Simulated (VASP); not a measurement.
Crystal: Ba2MgSb2.

```xyz
5
Lattice="4.9666 0.0000 0.0000 -2.4833 4.3012 0.0000 0.0000 0.0000 7.7914" Properties=species:S:1:pos:R:3 pbc="T T T"
Ba    0.0000    2.8675    5.0208
Ba    2.4833    1.4337    2.7706
Mg    0.0000    0.0000    0.0000
Sb    0.0000    2.8675    2.0250
Sb    2.4833    1.4337    5.7665
```

* Program: VASP 6.6.1
* Task: relaxation of cell and atoms
* Functional: PBE
* Potentials or basis: VASP PAW PBE potentials, release 64 (Ba_sv, Mg, Sb)
* Cutoff: 600 eV
* k mesh: 6 × 6 × 2
* Occupations: gaussian, width 0.1 eV
* Spin: no spin polarisation

At the start: pressure 14.6 GPa; volume 33.29 Å³/atom.

Question: How do energy, volume and symmetry change on relaxing?

Answer: Over 24 steps the energy falls by 791.1 meV/atom and the volume is 40.03 Å³/atom (+20.3 %); space group P-3m1 (No. 164, to 0.05 Å).

The path:
| step | energy change (eV) | largest force (eV/Å) | pressure (GPa) | volume (Å³) |
| --- | --- | --- | --- | --- |
| 1 | 0.0000 | 4.5690 | 14.65 | 166.44 |
| 2 | -2.7432 | 0.5759 | -2.64 | 251.01 |
| 3 | -2.9157 | 0.8866 | -0.80 | 227.37 |
| 4 | -3.0804 | 0.8677 | -0.67 | 221.91 |
| 5 | -3.5000 | 0.7731 | 0.04 | 205.77 |
| 6 | -3.5934 | 0.1041 | 4.45 | 174.52 |
| 7 | -3.6971 | 0.6941 | 1.35 | 191.75 |
| 8 | -3.7092 | 0.4088 | 3.23 | 179.51 |
| 9 | -3.7396 | 0.5596 | 2.30 | 184.69 |
| 10 | -3.8584 | 0.3688 | 1.39 | 188.71 |
| 11 | -3.8952 | 0.2369 | 0.65 | 193.45 |
| 12 | -3.8967 | 0.1778 | 0.75 | 192.66 |
| 13 | -3.9197 | 0.2106 | 0.32 | 195.55 |
| 14 | -3.9278 | 0.2360 | -0.20 | 199.52 |
| 15 | -3.9281 | 0.2333 | -0.13 | 198.93 |
| 16 | -3.9327 | 0.2008 | -0.04 | 198.52 |
| 17 | -3.9393 | 0.1039 | 0.25 | 197.30 |
| 18 | -3.9436 | 0.0887 | 0.15 | 198.25 |
| 19 | -3.9506 | 0.0486 | -0.14 | 201.11 |
| 20 | -3.9510 | 0.0586 | -0.23 | 202.02 |
| 21 | -3.9536 | 0.0689 | -0.07 | 201.14 |
| 22 | -3.9539 | 0.0740 | -0.01 | 200.82 |
| 23 | -3.9546 | 0.0550 | 0.01 | 200.64 |
| 24 | -3.9554 | 0.0056 | 0.08 | 200.17 |

Final structure:
```yaml
crystal:
  lattice:
    - [5.61848, 0.00000, 0.00000]
    - [-2.80924, 4.86575, 0.00000]
    - [0.00000, 0.00000, 7.32217]
  atoms:
    - { symbol: Ba, position: [0.33333, 0.66667, 0.70865] }
    - { symbol: Ba, position: [0.66667, 0.33333, 0.29135] }
    - { symbol: Mg, position: [0.00000, 0.00000, 0.00000] }
    - { symbol: Sb, position: [0.33333, 0.66667, 0.19328] }
    - { symbol: Sb, position: [0.66667, 0.33333, 0.80672] }
```

Caveat: the k points lie up to 0.43 Å⁻¹ apart in the final cell; the volume moved by over 15 % at a fixed basis, so the end points are rough.
